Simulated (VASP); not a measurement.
# BaTiO3 (P1) in VASP: further runs

The runs below take BaTiO3 through single point, with PBE.

Everything below comes from runs of VASP 6.6.1. Logs are shortened: lines on timing, memory, paths and dates and some standing lists are left out, and cuts for length are marked.

### 1 The cell of the first run

The typed cell holds 5 atoms: a = 3.770 Å, b = 4.534 Å, c = 3.803 Å, α = 93.76°, β = 78.67°, γ = 99.66°.

### 2 Single point, PBE

INCAR

```
SYSTEM = BaTiO3
PREC = Accurate
ENCUT = 1340
EDIFF = 1E-6
ISMEAR = -1
SIGMA = 0.05
LREAL = .False.
LASPH = .True.
NELM = 120
ALGO = Normal
ISIF = 2
LWAVE = .False.
LCHARG = .True.
GGA = PE
LELF = .True.
LVHAR = .True.
NBANDS = 28
GGA_COMPAT = .False.
```

KPOINTS

```
Automatic mesh
0
Gamma
  6 5 6
  0 0 0
```

POSCAR

```
BaTiO3
1.0
    3.7373364990     -0.4965034098      0.0223674800
   -0.3499828154      3.2811637366      3.1100811900
    0.3715011834     -2.7600357108      2.5899183700
Ba Ti O
1 1 3
Direct
    0.0036372600      0.9972694200      0.9985015400
    0.5002452300      0.5116078500      0.5101821300
    0.9983542100      0.4928168200      0.4950359800
    0.4999067000      0.5015397800      0.9945381500
    0.4978566000      0.9929861300      0.4979621900
```

Potentials or basis: VASP PAW PBE potentials, release 64 (Ba_sv, Ti_sv, O_h).

Launch:

```sh
cat potpaw_PBE.64/Ba_sv/POTCAR potpaw_PBE.64/Ti_sv/POTCAR potpaw_PBE.64/O_h/POTCAR > POTCAR
mpirun -np 1 vasp_std > vasp.out
```

OUTCAR:

```text
SYSTEM = BaTiO3
   PREC = Accurate
   ENCUT = 1340
   EDIFF = 1E-6
   ISMEAR = -1
   LREAL = .False.
   LASPH = .True.
   NELM = 120
   ISIF = 2
   GGA = PE

 ion  position               nearest neighbor table
   1  0.004  0.997  0.999-   5 2.39   5 2.41   4 2.69   4 2.70   3 2.84   3 2.89   5 2.91   5 2.94
                             3 3.05   3 3.06   2 3.15   2 3.18   2 3.36   2 3.37   2 3.48   2 3.50
   2  0.500  0.512  0.510-   4 1.85   3 1.88   3 1.89   4 1.96   5 2.19   1 3.15   1 3.18   1 3.36
                             1 3.37   1 3.48   1 3.50
   3  0.998  0.493  0.495-   2 1.88   2 1.89   1 2.84   1 2.89   1 3.05   1 3.06
   4  0.500  0.502  0.995-   2 1.85   2 1.96   1 2.69   1 2.70
   5  0.498  0.993  0.498-   2 2.19   1 2.39   1 2.41   1 2.91   1 2.94

  LATTYP: Found a triclinic cell.
 ALAT       =     4.8004940810
 B/A-ratio  =     0.7853855586
 C/A-ratio  =     1.1923382588
 COS(alpha) =     0.0023552133
 COS(beta)  =     0.4870603992
 COS(gamma) =     0.6297570339

  Lattice vectors:

 A1 = (   3.3658353156,   2.2635323010,  -2.5675508900)
 A2 = (   3.7373364990,  -0.4965034098,   0.0223674800)
 A3 = (  -0.0215183680,  -0.5211280258,  -5.6999995600)

Analysis of symmetry for initial positions (statically):
=====================================================================
 Subroutine PRICEL returns:
 Original cell was already a primitive cell.

 Routine SETGRP: Setting up the symmetry group for a
 triclinic supercell.

 Subroutine GETGRP returns: Found  1 space group operations
 (whereof  1 operations were pure point group operations)
 out of a pool of  2 trial point group operations.

The static configuration has the point symmetry C_1 .

Analysis of symmetry for dynamics (positions and initial velocities):
=====================================================================
 Subroutine PRICEL returns:
 Original cell was already a primitive cell.

 Routine SETGRP: Setting up the symmetry group for a
 triclinic supercell.

 Subroutine GETGRP returns: Found  1 space group operations
 (whereof  1 operations were pure point group operations)
 out of a pool of  2 trial point group operations.

The dynamic configuration has the point symmetry C_1 .

 Subroutine INISYM returns: Found  1 space group operations
 (whereof  1 operations are pure point group operations),
 and found     1 'primitive' translations

----------------------------------------------------------------------------------------

                                     Primitive cell
[... 99 lines left out ...]
   EDIFFG = 0.1E-04   stopping-criterion for IOM
   NSW    =      0    number of steps for IOM
   IBRION =     -1    ionic relax: 0-MD 1-quasi-New 2-CG
   NFREE  =      0    steps in history (QN), initial steepest desc. (CG)
   ISIF   =      2    stress and relaxation
   ISYM   =      2    0-nonsym 1-usesym 2-fastsym
   POTIM  = 0.5000    time-step for ionic-motion
   TEBEG  =    0.0;   TEEND  =   0.0 temperature during run
   PSTRESS=    0.0 pullay stress
   NELECT =      40.0000    total number of electrons
   NUPDOWN=      -1.0000    fix difference up-down
   EMIN   =  10.00;   EMAX   =-10.00  energy-range for DOS
   EFERMI =   0.00;   METHOD = LEGACY
   ISMEAR =    -1;   SIGMA  =   0.05  broadening in eV -4-tet -1-fermi 0-gaus
   EFERMI_NEDOS =   21; number of points for ismear=-14 and -15
   IALGO  =     38    algorithm
   IMIX   =      4    mixing-type and parameters
     AMIX     =   0.40;   BMIX     =  1.00
     AMIX_MAG =   1.60;   BMIX_MAG =  1.00
  volume/ion in A,a.u.               =      12.56        84.77
  Fermi-wavevector in a.u.,A,eV,Ry     =   1.408474  2.661629 26.991210  1.983798
  Thomas-Fermi vector in A             =   2.530628
   LORBIT       =      0    0 simple, 1 ext, 2 COOP (PROOUT), +10 PAW based schemes
   GGA     = PE    functional components
   LHFCALC =     F    Hartree Fock is set to
   AEXX    =    0.0000 exact exchange contribution
   IVDW    =     0    specifies the selected vdW correction
   LEPSILON=     F    determine dielectric tensor
   LRPA    =     F    only Hartree local field effects (RPA)
 non-spin polarized calculation
  energy-cutoff  :     1340.00
  volume of cell :       62.81
 maximum number of plane-waves:      7030
 NGX is ok and might be reduce to    48
   NGX = 23   NGY = 27   NGZ = 23

 number of electron      40.0000001 magnetization

 Free energy of the ion-electron system (eV)
  ---------------------------------------------------
  ext. energy  EPLUGINS =         0.00000000
  ---------------------------------------------------
  free energy    TOTEN  =       -37.33669724 eV

  energy without entropy =      -37.33597020  energy(sigma->0) =      -37.33633372

 E-fermi :   5.6472     XC(G=0): -11.3204

 val. band max:        5.4651192673   @ k =   0.5000   0.4000   0.5000
 cond. band min:       5.7324004408   @ k =   0.0000   0.0000   0.0000
 fundamental gap:      0.2672811734
 Fermi energy:         5.6472061115

 k-point     1 :       0.0000    0.0000    0.0000
  band No.  band energies     occupation
      1     -52.1042      2.00000
      2     -28.4417      2.00000
      3     -28.3798      2.00000
      4     -28.2851      2.00000
      5     -20.3957      2.00000
      6     -12.9791      2.00000
[... 733 lines left out ...]
     27      11.6736      0.00000
     28      12.2918      0.00000

 [... further k-points ...]

------------------------ aborting loop because EDIFF is reached ----------------------------------------

  FORCE on cell =-STRESS in cart. coord.  units (eV):
  Direction    XX          YY          ZZ          XY          YZ          ZX
  --------------------------------------------------------------------------------------
  -------------------------------------------------------------------------------------
  Total       13.1698692      3.7158241      7.8651647     12.8259258     -6.6834147     -3.6301168
  in kB      335.9338249     94.7823379    200.6227113    327.1605979   -170.4789184    -92.5961383
  external PRESSURE =     210.4462914 kB  Pullay stress =       0.0000000 kB

 VOLUME and BASIS-vectors are now :
 -----------------------------------------------------------------------------
  energy-cutoff  :     1340.00
  volume of cell :       62.81
      direct lattice vectors                 reciprocal lattice vectors
     3.737336499 -0.496503410  0.022367480     0.271955215  0.032825674 -0.004027792
    -0.349982815  3.281163737  3.110081190     0.019489595  0.153970307  0.161288148
     0.371501183 -2.760035711  2.589918370    -0.025752616 -0.185177413  0.192465856

 POSITION                                       TOTAL-FORCE (eV/Angst)
 -----------------------------------------------------------------------------------
      0.03551      0.51450      5.68771        -0.039451      0.083966      0.343125
      1.88006      0.02217      2.92366        -0.204824      0.477944      0.317616
      3.74261     -0.24499      2.83713         0.118377     -0.001042     -0.172789
      2.06226     -1.34753      4.14678        -0.117963     -0.007274      0.011732
      1.69812      1.63657      4.38908         0.243860     -0.553595     -0.499684
 -----------------------------------------------------------------------------------
    total drift:                                0.000526     -0.000098     -0.000598

  FREE ENERGIE OF THE ION-ELECTRON SYSTEM (eV)
  ---------------------------------------------------
  free  energy   TOTEN  =       -37.3366972437 eV

  energy  without entropy=      -37.3359701997  energy(sigma->0) =      -37.33633372
```

OSZICAR:

```text
N       E                     dE             d eps       ncg     rms          rms(c)
DAV:   1     0.680748833364E+03    0.68075E+03   -0.35931E+04  5152   0.313E+03
DAV:   2     0.810545108711E+02   -0.59969E+03   -0.57312E+03  5280   0.651E+02
DAV:   3    -0.402231175251E+02   -0.12128E+03   -0.11430E+03  7928   0.215E+02
DAV:   4    -0.484431616586E+02   -0.82200E+01   -0.81758E+01  6720   0.552E+01
DAV:   5    -0.487876740286E+02   -0.34451E+00   -0.34417E+00  8136   0.109E+01    0.256E+01
DAV:   6    -0.377221797513E+02    0.11065E+02   -0.58488E+01  7528   0.701E+01    0.124E+01
DAV:   7    -0.377406636803E+02   -0.18484E-01   -0.16679E+01  7016   0.294E+01    0.852E+00
DAV:   8    -0.373397208129E+02    0.40094E+00   -0.12825E+00  6756   0.103E+01    0.408E+00
DAV:   9    -0.373922507682E+02   -0.52530E-01   -0.69577E-01  8436   0.662E+00    0.235E+00
DAV:  10    -0.373387705560E+02    0.53480E-01   -0.33814E-01  6484   0.499E+00    0.494E-01
DAV:  11    -0.373376373879E+02    0.11332E-02   -0.21214E-02  6296   0.106E+00    0.353E-01
DAV:  12    -0.373367340906E+02    0.90330E-03   -0.51031E-03  6740   0.554E-01    0.120E-01
DAV:  13    -0.373366895160E+02    0.44575E-04   -0.12661E-03  7848   0.229E-01    0.479E-02
DAV:  14    -0.373367267121E+02   -0.37196E-04   -0.12516E-04  5768   0.916E-02    0.494E-02
DAV:  15    -0.373366951950E+02    0.31517E-04   -0.13100E-04  7284   0.915E-02    0.949E-03
DAV:  16    -0.373366974423E+02   -0.22473E-05   -0.10087E-05  6348   0.277E-02    0.655E-03
DAV:  17    -0.373366972437E+02    0.19860E-06   -0.55314E-06  5684   0.213E-02
   1 F= -.37336697E+02 E0= -.37336334E+02  d E =-.727044E-03
```

stdout:

```text
POSCAR found type information on POSCAR BaTiO
 POSCAR found :  3 types and       5 ions
 scaLAPACK will be used
 LDA part: xc-table for (Slater+PW92), standard interpolation
 POSCAR, INCAR and KPOINTS ok, starting setup
 FFT: planning ... GRIDC
 FFT: planning ... GRID_SOFT
 FFT: planning ... GRID
 WAVECAR not read
 entering main loop
```

Wall time 7.1 min (1 thread of Intel Xeon Platinum 8488C (Sapphire Rapids), shared host); peak memory 0.82 GiB.

Results:

```
Free energy            : -37.3367 eV
Pressure               : 21.0 GPa
Largest force          : 0.785 eV/Å
Band gap on the k mesh : 0.27 eV (least direct gap 0.39 eV)
```

Forces in eV/Å, atoms in the order of the input:
```
Ba  -0.039  0.084  0.343
Ti  -0.205  0.478  0.318
O    0.118 -0.001 -0.173
O   -0.118 -0.007  0.012
O    0.244 -0.554 -0.500
```

Caveat: the stress differs along the axes, from 9 to 34 GPa; spin-orbit coupling is left out, which moves the levels of the heavy elements.

### 3 Single point, PBE

INCAR

```
ALGO     = Normal         # electronic algorithm
EDIFF    = 1E-6           # SCF threshold, eV
ENCUT    = 520            # plane-wave cutoff, eV
GGA      = PE             # functional
ISIF     = 2              # what is computed and relaxed
ISMEAR   = -1             # smearing method
LASPH    = T              # aspherical terms in the spheres
LCHARG   = F              # write CHGCAR
LREAL    = F              # projectors in reciprocal space
LWAVE    = F              # write WAVECAR
NBANDS   = 28             # bands
NELM     = 80             # most SCF steps
PREC     = Accurate       # precision mode
SIGMA    = 0.05           # smearing width, eV
```

KPOINTS

```
k-points
0
Gamma
  7 6 7
```

Changes to POSCAR since step 2:

```diff
@@ -2,5 +2,5 @@
 1.0
-    3.7373364990     -0.4965034098      0.0223674800
-   -0.3499828154      3.2811637366      3.1100811900
-    0.3715011834     -2.7600357108      2.5899183700
+    3.7288979900     -0.4219254500      0.0223674800
+   -0.2844733300      3.2754742700      3.1100811900
+    0.3164270400     -2.7537071700      2.5899183700
 Ba Ti O
```

Potentials or basis: VASP PAW PBE potentials, release 64 (Ba_sv, Ti_sv, O).

Launch:

```sh
cat potpaw_PBE.64/Ba_sv/POTCAR potpaw_PBE.64/Ti_sv/POTCAR potpaw_PBE.64/O/POTCAR > POTCAR
mpirun -np 1 vasp_std > vasp.out
```

Run time: 3.4 min. Hardware: 1 thread of Intel Xeon Platinum 8259CL at 2.50GHz (Skylake/Cascade Lake), shared host; peak memory 0.36 GiB.

The run converged. Its results:

| Property | Result |
| --- | --- |
| Free energy | -37.7830 eV |
| Pressure | 20.0 GPa |
| Largest force | 0.747 eV/Å |
| Band gap on the k mesh | 0.53 eV (least direct gap 0.64 eV) |

Forces in eV/Å, atoms in the order of the input:
```
Ba  -0.057  0.071  0.347
Ti  -0.171  0.545  0.257
O    0.112  0.006 -0.184
O   -0.100 -0.093  0.062
O    0.216 -0.528 -0.482
```

Stress tensor (GPa, compression positive):
```
 33.06  27.46  -8.07
 27.46   8.16 -17.24
 -8.07 -17.24  18.74
```

Levels at points of the mesh, in eV from the valence-band top:
| k point | band 16 | band 17 | band 18 | band 19 | band 20 | band 21 | band 22 | band 23 | band 24 | band 25 |
| --- | --- | --- | --- | --- | --- | --- | --- | --- | --- | --- |
| (0.00, 0.00, 0.00) | -2.12 | -1.77 | -0.97 | -0.67 | -0.11 | 0.53 | 0.92 | 1.15 | 2.28 | 3.65 |
| (0.00, 0.50, 0.00) | -2.72 | -2.17 | -2.04 | -0.67 | -0.45 | 1.21 | 1.70 | 1.90 | 3.91 | 4.28 |

Caveat: the stress differs along the axes, from 8 to 33 GPa; spin-orbit coupling is left out, which moves the levels of the heavy elements.

### 4 Single point, PBE

INCAR

```
SYSTEM = BaTiO3
PREC = Accurate
ENCUT = 520
EDIFF = 1E-7
ISMEAR = -1
SIGMA = 0.05
LREAL = .FALSE.
LASPH = .TRUE.
NELM = 60
ALGO = Normal
ISIF = 2
LWAVE = .FALSE.
LCHARG = .TRUE.
GGA = PE
LELF = .TRUE.
LVHAR = .TRUE.
NBANDS = 28
```

KPOINTS

```
Automatic mesh
0
G
  7 6 7
  0 0 0
```

POSCAR is that of step 3.

Launch:

```sh
cat potpaw_PBE.64/Ba_sv/POTCAR potpaw_PBE.64/Ti_sv/POTCAR potpaw_PBE.64/O/POTCAR > POTCAR
mpirun -np 1 vasp_std > vasp.out
```

It took 8.2 min on 1 thread of Intel Xeon 8259CL, shared host; peak memory 0.37 GiB.

Results (log left out):

| Property | Result |
| --- | --- |
| Free energy | -37.7830 eV |
| Pressure | 20.0 GPa |
| Largest force | 0.747 eV/Å |
| Band gap on the k mesh | 0.53 eV (least direct gap 0.64 eV) |

Forces in eV/Å, atoms in the order of the input:
```
Ba  -0.057  0.071  0.347
Ti  -0.171  0.545  0.258
O    0.112  0.006 -0.184
O   -0.100 -0.093  0.062
O    0.216 -0.528 -0.482
```

Stress tensor (GPa, compression positive):
```
 33.08  27.46  -8.07
 27.46   8.17 -17.24
 -8.07 -17.24  18.76
```

Levels at points of the mesh, in eV from the valence-band top:
```csv
k point,band 18,band 19,band 20,band 21,band 22,band 23
"(0.00, 0.00, 0.00)",-0.97,-0.67,-0.11,0.53,0.92,1.15
"(0.00, 0.50, 0.00)",-2.04,-0.67,-0.45,1.21,1.70,1.90
```

Caveat: the stress differs along the axes, from 8 to 33 GPa; spin-orbit coupling is left out, which moves the levels of the heavy elements. A k mesh can miss the band edges.
